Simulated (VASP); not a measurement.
# Al5Si in VASP: further runs, part 2 of 2

VASP 6.6.1. The steps go on from the part before.

### 3 Single point, PBE

INCAR

```
SYSTEM = Al5Si
ALGO = Normal ; DIPOL = 0.5 0.5 0.500
EDIFF = 1E-6 ; ENCUT = 520
GGA = PE ; IDIPOL = 3
ISIF = 2 ; ISMEAR = -1
LASPH = .True. ; LCHARG = .True.
LDIPOL = .True. ; LELF = .True.
LREAL = .False. ; LVACPOTAV = .True.
LVHAR = .True. ; LWAVE = .False.
NBANDS = 18 ; NELM = 80
PREC = Accurate ; SIGMA = 0.08
```

KPOINTS

```
k-points
0
Gamma
  13 9 1
  0 0 0
```

POSCAR

```
Al5Si
1.0
    2.8574853682      0.0000000000      0.0000000000
    0.0000000000      4.0410945620      0.0000000000
    0.0000000000      0.0000000000     23.1437000000
Si Al
1 5
Direct
    0.2500000000      0.2500000000      0.3515890114
    0.7500000000      0.7500000000      0.4064851375
    0.2500000000      0.2500000000      0.4711659389
    0.7500000000      0.7500000000      0.5288340590
    0.2500000000      0.2500000000      0.5935148630
    0.7500000000      0.7500000000      0.6484109903
```

Potentials or basis: VASP PAW PBE potentials, release 64 (Si, Al).

Launch:

```console
> cat potpaw_PBE.64/Si/POTCAR potpaw_PBE.64/Al/POTCAR > POTCAR
> mpirun -np 1 vasp_std > vasp.out
```

OUTCAR:

```text
SYSTEM = Al5Si
   EDIFF = 1E-6
   ENCUT = 520
   GGA = PE
   ISIF = 2
   ISMEAR = -1
   LASPH = .True.
   LREAL = .False.
   NELM = 80
   PREC = Accurate

 ion  position               nearest neighbor table
   1  0.250  0.250  0.352-   3 2.77   2 2.78   2 2.78   2 2.78   2 2.78
   2  0.750  0.750  0.406-   1 2.78   1 2.78   1 2.78   1 2.78   4 2.83   3 2.89   3 2.89   3 2.89
                             3 2.89
   3  0.250  0.250  0.471-   1 2.77   4 2.81   4 2.81   4 2.81   4 2.81   5 2.83   2 2.89   2 2.89
                             2 2.89   2 2.89
   4  0.750  0.750  0.529-   6 2.77   3 2.81   3 2.81   3 2.81   3 2.81   2 2.83   5 2.89   5 2.89
                             5 2.89   5 2.89
   5  0.250  0.250  0.594-   6 2.78   6 2.78   6 2.78   6 2.78   3 2.83   4 2.89   4 2.89   4 2.89
                             4 2.89
   6  0.750  0.750  0.648-   4 2.77   5 2.78   5 2.78   5 2.78   5 2.78

  LATTYP: Found a simple orthorhombic cell.
 ALAT       =     2.8574853682
 B/A-ratio  =     1.4142135624
 C/A-ratio  =     8.0993240622

  Lattice vectors:

 A1 = (   2.8574853682,   0.0000000000,   0.0000000000)
 A2 = (   0.0000000000,   4.0410945620,   0.0000000000)
 A3 = (   0.0000000000,   0.0000000000,  23.1437000000)

Analysis of symmetry for initial positions (statically):
=====================================================================
 Subroutine PRICEL returns:
 Original cell was already a primitive cell.

 Routine SETGRP: Setting up the symmetry group for a
 simple orthorhombic supercell.

 Subroutine GETGRP returns: Found  4 space group operations
 (whereof  1 operations were pure point group operations)
 out of a pool of  8 trial point group operations.

The static configuration has the point symmetry C_1 .
 The point group associated with its full space group is C_2v.

Analysis of symmetry for dynamics (positions and initial velocities):
=====================================================================
 Subroutine PRICEL returns:
 Original cell was already a primitive cell.

 Routine SETGRP: Setting up the symmetry group for a
[... 139 lines left out ...]
   LORBIT       =      0    0 simple, 1 ext, 2 COOP (PROOUT), +10 PAW based schemes
   GGA     = PE    functional components
   LHFCALC =     F    Hartree Fock is set to
   AEXX    =    0.0000 exact exchange contribution
   IVDW    =     0    specifies the selected vdW correction
   LEPSILON=     F    determine dielectric tensor
   LRPA    =     F    only Hartree local field effects (RPA)
 non-spin polarized calculation
  energy-cutoff  :      520.00
  volume of cell :      267.25
 maximum number of plane-waves:      7235
 NGX is ok and might be reduce to    24
   NGX = 11   NGY = 15   NGZ = 87

 dipolmoment           0.000000      0.000000      0.058671 electrons x Angstroem

 number of electron      19.0000000 magnetization

 dipolmoment           0.000000      0.000000     -0.034444 electrons x Angstroem

 Free energy of the ion-electron system (eV)
  ---------------------------------------------------
  ext. energy  EPLUGINS =         0.00000000
  ---------------------------------------------------
  free energy    TOTEN  =       -22.42243962 eV

  energy without entropy =      -22.35325699  energy(sigma->0) =      -22.38784831

 E-fermi :   0.3843     XC(G=0):  -4.6184

 val. band max:        0.3703234317   @ k =   0.0769   0.0000   0.0000
 cond. band min:       0.4030833887   @ k =   0.0769   0.4444   0.0000
 fundamental gap:      0.0327599571
 Fermi energy:         0.3843141932

 k-point     1 :       0.0000    0.0000    0.0000
  band No.  band energies     occupation
      1     -10.7640      2.00000
      2      -9.7401      2.00000
      3      -7.7661      2.00000
      4      -5.1035      2.00000
      5      -2.4951      2.00000
      6      -2.4931      2.00000
[... 481 lines left out ...]
      5      -5.0141      2.00000
      6      -3.9925      2.00000
[... 10 lines left out ...]
     17       5.2921      0.00000
     18       5.7173      0.00000

 [... further k-points ...]
[... 5 lines left out ...]
  --------------------------------------------------------------------------------------
  -------------------------------------------------------------------------------------
  Total       -1.5413520     -1.4908640     -0.8515025      0.0000000      0.0000000      0.0000000
  in kB       -9.2405239     -8.9378446     -5.1048232      0.0000000      0.0000000      0.0000000
  external PRESSURE =      -7.7610639 kB  Pullay stress =       0.0000000 kB

 VOLUME and BASIS-vectors are now :
 -----------------------------------------------------------------------------
  energy-cutoff  :      520.00
  volume of cell :      267.25
      direct lattice vectors                 reciprocal lattice vectors
     2.857485368  0.000000000  0.000000000     0.349958047  0.000000000  0.000000000
     0.000000000  4.041094562  0.000000000     0.000000000  0.247457708  0.000000000
     0.000000000  0.000000000 23.143700000     0.000000000  0.000000000  0.043208303

 POSITION                                       TOTAL-FORCE (eV/Angst)
 -----------------------------------------------------------------------------------
      0.71437      1.01027      8.13707         0.000000      0.000000      0.653454
      2.14311      3.03082      9.40757         0.000000      0.000000     -0.408268
      0.71437      1.01027     10.90452         0.000000      0.000000     -0.231571
      2.14311      3.03082     12.23918         0.000000      0.000000     -0.165428
      0.71437      1.01027     13.73613         0.000000      0.000000      0.039953
      2.14311      3.03082     15.00663         0.000000      0.000000      0.111860
 -----------------------------------------------------------------------------------
    total drift:                               -0.000000      0.000000      0.000045

  FREE ENERGIE OF THE ION-ELECTRON SYSTEM (eV)
  ---------------------------------------------------
  free  energy   TOTEN  =       -22.4224396229 eV

  energy  without entropy=      -22.3532569917  energy(sigma->0) =      -22.38784831

 vacuum level on the upper side and lower side of the slab         4.345         4.885
```

stdout:

```text
POSCAR found type information on POSCAR SiAl
 POSCAR found :  2 types and       6 ions
 scaLAPACK will be used
 LDA part: xc-table for (Slater+PW92), standard interpolation
 POSCAR, INCAR and KPOINTS ok, starting setup
 FFT: planning ... GRIDC
 FFT: planning ... GRID_SOFT
 FFT: planning ... GRID
 WAVECAR not read
 entering main loop
 -----------------------------------------------------------------------------
|                                                                             |
|           W    W    AA    RRRRR   N    N  II  N    N   GGGG   !!!           |
|           W    W   A  A   R    R  NN   N  II  NN   N  G    G  !!!           |
|           W    W  A    A  R    R  N N  N  II  N N  N  G       !!!           |
|           W WW W  AAAAAA  RRRRR   N  N N  II  N  N N  G  GGG   !            |
|           WW  WW  A    A  R   R   N   NN  II  N   NN  G    G                |
|           W    W  A    A  R    R  N    N  II  N    N   GGGG   !!!           |
|                                                                             |
|     Did not find any points to average over, which means that no vacuum     |
|     field-free region was found. Please increase the size of  your cell     |
|     in the dimension of the dipole correction to obtain accurate            |
|     workfunction values.                                                    |
|                                                                             |
 -----------------------------------------------------------------------------
```

Wall time 6 min (1 thread of Intel Xeon 8259CL, shared host); peak memory 0.43 GiB.

Results:

| Quantity | Value |
| --- | --- |
| Free energy | -22.4224 eV |
| Largest force | 0.653 eV/Å |
| Band gap on the k mesh | zero (an odd number of electrons rules out a gap without spin polarisation) |

Forces on the atoms (eV/Å):
```
Si   0.000  0.000  0.653
Al   0.000  0.000 -0.408
Al   0.000  0.000 -0.232
Al   0.000  0.000 -0.165
Al   0.000  0.000  0.040
Al   0.000  0.000  0.112
```

### 4 Single point, PBE

INCAR

```
SYSTEM = Al5Si
  PREC = Accurate
  ENCUT = 520
  EDIFF = 1E-6
  ISMEAR = -1
  SIGMA = 0.08
  LREAL = .False.
  LASPH = .True.
  NELM = 80
  ALGO = Normal
  ISIF = 2
  LWAVE = .False.
  LCHARG = .True.
  LDIPOL = .True.
  IDIPOL = 3
  DIPOL = 0.5 0.5 0.500
  GGA = PE
  LELF = .True.
  LVHAR = .True.
  LVACPOTAV = .True.
  NBANDS = 18
```

KPOINTS

```
Automatic mesh
0
Gamma
  13 9 1
  0 0 0
```

POSCAR

```
Al5Si
1.0
    2.8574853682      0.0000000000      0.0000000000
    0.0000000000      4.0410945620      0.0000000000
    0.0000000000      0.0000000000     23.1437000000
Al Si
5 1
Direct
    0.2500000000      0.2500000000      0.3515890114
    0.7500000000      0.7500000000      0.4064851375
    0.7500000000      0.7500000000      0.5288340590
    0.2500000000      0.2500000000      0.5935148630
    0.7500000000      0.7500000000      0.6484109903
    0.2500000000      0.2500000000      0.4711659389
```

Potentials or basis: VASP PAW PBE potentials, release 64 (Al, Si).

Launch:

```console
> cat potpaw_PBE.64/Al/POTCAR potpaw_PBE.64/Si/POTCAR > POTCAR
> mpirun -np 1 vasp_std > vasp.out
```

OUTCAR:

```text
SYSTEM = Al5Si
   PREC = Accurate
   ENCUT = 520
   EDIFF = 1E-6
   ISMEAR = -1
   LREAL = .False.
   LASPH = .True.
   NELM = 80
   ISIF = 2
   GGA = PE

 ion  position               nearest neighbor table
   1  0.250  0.250  0.352-   6 2.77   2 2.78   2 2.78   2 2.78   2 2.78
   2  0.750  0.750  0.406-   1 2.78   1 2.78   1 2.78   1 2.78   3 2.83   6 2.89   6 2.89   6 2.89
                             6 2.89
   3  0.750  0.750  0.529-   5 2.77   6 2.81   6 2.81   6 2.81   6 2.81   2 2.83   4 2.89   4 2.89
                             4 2.89   4 2.89
   4  0.250  0.250  0.594-   5 2.78   5 2.78   5 2.78   5 2.78   6 2.83   3 2.89   3 2.89   3 2.89
                             3 2.89
   5  0.750  0.750  0.648-   3 2.77   4 2.78   4 2.78   4 2.78   4 2.78
   6  0.250  0.250  0.471-   1 2.77   3 2.81   3 2.81   3 2.81   3 2.81   4 2.83   2 2.89   2 2.89
                             2 2.89   2 2.89

  LATTYP: Found a simple orthorhombic cell.
 ALAT       =     2.8574853682
 B/A-ratio  =     1.4142135624
 C/A-ratio  =     8.0993240622

  Lattice vectors:

 A1 = (   2.8574853682,   0.0000000000,   0.0000000000)
 A2 = (   0.0000000000,   4.0410945620,   0.0000000000)
 A3 = (   0.0000000000,   0.0000000000,  23.1437000000)

Analysis of symmetry for initial positions (statically):
=====================================================================
 Subroutine PRICEL returns:
 Original cell was already a primitive cell.

 Routine SETGRP: Setting up the symmetry group for a
 simple orthorhombic supercell.

 Subroutine GETGRP returns: Found  4 space group operations
 (whereof  1 operations were pure point group operations)
 out of a pool of  8 trial point group operations.

The static configuration has the point symmetry C_1 .
 The point group associated with its full space group is C_2v.

Analysis of symmetry for dynamics (positions and initial velocities):
=====================================================================
 Subroutine PRICEL returns:
 Original cell was already a primitive cell.

 Routine SETGRP: Setting up the symmetry group for a
[... 139 lines left out ...]
   LORBIT       =      0    0 simple, 1 ext, 2 COOP (PROOUT), +10 PAW based schemes
   GGA     = PE    functional components
   LHFCALC =     F    Hartree Fock is set to
   AEXX    =    0.0000 exact exchange contribution
   IVDW    =     0    specifies the selected vdW correction
   LEPSILON=     F    determine dielectric tensor
   LRPA    =     F    only Hartree local field effects (RPA)
 non-spin polarized calculation
  energy-cutoff  :      520.00
  volume of cell :      267.25
 maximum number of plane-waves:      7235
 NGX is ok and might be reduce to    24
   NGX = 11   NGY = 15   NGZ = 87

 dipolmoment           0.000000      0.000000     -0.109581 electrons x Angstroem

 number of electron      19.0000000 magnetization

 dipolmoment           0.000000      0.000000      0.002105 electrons x Angstroem

 Free energy of the ion-electron system (eV)
  ---------------------------------------------------
  ext. energy  EPLUGINS =         0.00000000
  ---------------------------------------------------
  free energy    TOTEN  =       -22.28210580 eV

  energy without entropy =      -22.21314219  energy(sigma->0) =      -22.24762400

 E-fermi :   0.6153     XC(G=0):  -4.6453

 val. band max:        0.5903208807   @ k =   0.1538   0.0000   0.0000
 cond. band min:       0.6182120711   @ k =   0.0000   0.0000   0.0000
 fundamental gap:      0.0278911904
 Fermi energy:         0.6153017795

 k-point     1 :       0.0000    0.0000    0.0000
  band No.  band energies     occupation
      1     -11.1046      2.00000
      2      -9.1465      2.00000
      3      -7.3731      2.00000
      4      -4.7102      2.00000
      5      -2.7668      2.00000
      6      -2.2031      2.00000
[... 481 lines left out ...]
      5      -4.7433      2.00000
      6      -3.5418      2.00000
[... 10 lines left out ...]
     17       5.4346      0.00000
     18       5.8866      0.00000

 [... further k-points ...]
[... 5 lines left out ...]
  --------------------------------------------------------------------------------------
  -------------------------------------------------------------------------------------
  Total       -1.7938057     -0.3262937     -1.4463144      0.0000000      0.0000000      0.0000000
  in kB      -10.7540030     -1.9561559     -8.6707661      0.0000000      0.0000000      0.0000000
  external PRESSURE =      -7.1269750 kB  Pullay stress =       0.0000000 kB

 VOLUME and BASIS-vectors are now :
 -----------------------------------------------------------------------------
  energy-cutoff  :      520.00
  volume of cell :      267.25
      direct lattice vectors                 reciprocal lattice vectors
     2.857485368  0.000000000  0.000000000     0.349958047  0.000000000  0.000000000
     0.000000000  4.041094562  0.000000000     0.000000000  0.247457708  0.000000000
     0.000000000  0.000000000 23.143700000     0.000000000  0.000000000  0.043208303

 POSITION                                       TOTAL-FORCE (eV/Angst)
 -----------------------------------------------------------------------------------
      0.71437      1.01027      8.13707         0.000000      0.000000      0.196297
      2.14311      3.03082      9.40757         0.000000      0.000000      0.157897
      2.14311      3.03082     12.23918         0.000000      0.000000     -0.310996
      0.71437      1.01027     13.73613         0.000000      0.000000     -0.049279
      2.14311      3.03082     15.00663         0.000000      0.000000     -0.025890
      0.71437      1.01027     10.90452         0.000000      0.000000      0.031972
 -----------------------------------------------------------------------------------
    total drift:                               -0.000000      0.000000     -0.000002

  FREE ENERGIE OF THE ION-ELECTRON SYSTEM (eV)
  ---------------------------------------------------
  free  energy   TOTEN  =       -22.2821058049 eV

  energy  without entropy=      -22.2131421876  energy(sigma->0) =      -22.24762400

 vacuum level on the upper side and lower side of the slab         4.515         4.482
```

OSZICAR:

```text
N       E                     dE             d eps       ncg     rms          rms(c)
DAV:   1     0.556105286733E+02    0.55611E+02   -0.56704E+03  1260   0.725E+02
DAV:   2    -0.196283972629E+02   -0.75239E+02   -0.71057E+02  1750   0.127E+02
DAV:   3    -0.231774867507E+02   -0.35491E+01   -0.34873E+01  1608   0.278E+01
[... 16 lines left out ...]
DAV:  20    -0.222820618734E+02   -0.24540E-04   -0.21217E-06  1314   0.290E-03    0.932E-04
DAV:  21    -0.222820955787E+02   -0.33705E-04   -0.29344E-06  1296   0.297E-03    0.403E-04
DAV:  22    -0.222821033845E+02   -0.78058E-05   -0.65860E-07  1202   0.138E-03    0.375E-04
DAV:  23    -0.222821050409E+02   -0.16564E-05   -0.83832E-08  1104   0.652E-04    0.140E-04
DAV:  24    -0.222821058049E+02   -0.76405E-06   -0.52335E-08  1008   0.432E-04
   1 F= -.22282106E+02 E0= -.22247624E+02  d E =-.689636E-01
```

stdout:

```text
POSCAR found type information on POSCAR AlSi
 POSCAR found :  2 types and       6 ions
 scaLAPACK will be used
 LDA part: xc-table for (Slater+PW92), standard interpolation
 POSCAR, INCAR and KPOINTS ok, starting setup
 FFT: planning ... GRIDC
 FFT: planning ... GRID_SOFT
 FFT: planning ... GRID
 WAVECAR not read
 entering main loop
 -----------------------------------------------------------------------------
|                                                                             |
|           W    W    AA    RRRRR   N    N  II  N    N   GGGG   !!!           |
|           W    W   A  A   R    R  NN   N  II  NN   N  G    G  !!!           |
|           W    W  A    A  R    R  N N  N  II  N N  N  G       !!!           |
|           W WW W  AAAAAA  RRRRR   N  N N  II  N  N N  G  GGG   !            |
|           WW  WW  A    A  R   R   N   NN  II  N   NN  G    G                |
|           W    W  A    A  R    R  N    N  II  N    N   GGGG   !!!           |
|                                                                             |
|     Did not find any points to average over, which means that no vacuum     |
|     field-free region was found. Please increase the size of  your cell     |
|     in the dimension of the dipole correction to obtain accurate            |
|     workfunction values.                                                    |
|                                                                             |
 -----------------------------------------------------------------------------
```

Run time: 6.7 min. Hardware: 1 thread of Intel Xeon 8259CL, shared host; peak memory 0.42 GiB.

What came out:

| Quantity | Value |
| --- | --- |
| Free energy | -22.2821 eV |
| Largest force | 0.311 eV/Å |
| Band gap on the k mesh | zero (an odd number of electrons rules out a gap without spin polarisation) |

Forces on the atoms (eV/Å):
```
Al   0.000  0.000  0.196
Al   0.000  0.000  0.158
Al   0.000  0.000 -0.311
Al   0.000  0.000 -0.049
Al   0.000  0.000 -0.026
Si   0.000  0.000  0.032
```

Levels at points of the mesh, in eV from the Fermi level:
```
           k point  band 7  band 8  band 9  band 10  band 11  band 12
(0.00, 0.00, 0.00)   -2.07   -1.64   -0.39    -0.08     0.00     1.76
```
